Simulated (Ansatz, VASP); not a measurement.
## Two plane-wave programs on TiAl3

```
Ti Al
1.0
     2.78139    0.00000    0.00000
     0.00000    4.67107    0.00000
     0.00000    0.00000    4.89340
Ti Al
1 3
Direct
  0.14158 0.50000 0.16317
  0.50000 0.50000 0.66405
  0.50000 0.00000 0.33311
  0.00000 0.00000 0.83967
```

Alike in both runs: task single point; functional PBEsol; k mesh 18 × 10 × 10; occupations gaussian, width 0.15 eV; no spin polarisation.

|  | VASP | Ansatz |
| --- | --- | --- |
| version | VASP 6.6.1 | Ansatz 0.2.0 |
| potentials or method | VASP PAW PBE potentials, release 64 (Ti_sv, Al), cutoff 520 eV | scalar-relativistic, plane waves, PAW |
| valence electrons in the cell | 21 | 21 |

```tsv
	VASP	Ansatz	Ansatz less VASP
gap on the k mesh at the Fermi level (eV)	none	none	-
pressure (GPa)	1.7	1.6	-0.03
traceless stress, the component that is largest in VASP (GPa)	2.22	2.22	-0.004
rms of the force components (eV/Å)	0.623	0.622	-0.0002
```

VASP's potentials were made for PBE, not for PBEsol. Atom by atom the forces differ by 0.001 eV/Å (rms over components). A gap of «none» marks a metal or a gap that the smearing closes. The functional is the same, so the differences come from potentials, cutoffs and numerics.
